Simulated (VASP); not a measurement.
Here is a VASP 6.6.1 calculation.

INCAR

```
ALGO = Normal
EDIFF = 1E-6
ENCUT = 520
GGA = RE
ISIF = 2
ISMEAR = -1
IVDW = 13
LASPH = True
LCHARG = False
LREAL = False
LWAVE = False
NBANDS = 21
NELM = 100
PREC = Accurate
SIGMA = 0.05
```

The input KPOINTS:

```
k-points
0
Gamma
  10 10 6
```

File POSCAR:

```
Ge
1.0
    1.4232092276     -2.4654728266      0.0000000000
    1.4232092276      2.4654728266      0.0000000000
    0.0000000000      0.0000000000      5.2162095291
Ge
2
Direct
    0.4997385551      0.5002614449      0.2500000000
    0.5002614449      0.4997385551      0.7500000000
```

Potentials or basis: VASP PAW PBE potentials, release 64 (Ge_d).

Run with:

```bash
$ cat potpaw_PBE.64/Ge_d/POTCAR > POTCAR
$ mpirun -np 1 vasp_std > vasp.out
```

**Question.** Predict the pressure.

**Answer.** -0.2 GPa.

**Question.** Estimate the band gap on the k mesh.

**Answer.** Zero (bands 14 and 15 overlap by 9.64 eV).

**Question.** Predict the dispersion energy per atom.

**Answer.** -0.661 eV.

Caveat: the PAW data sets were made with another functional, which shifts forces and pressure a little.
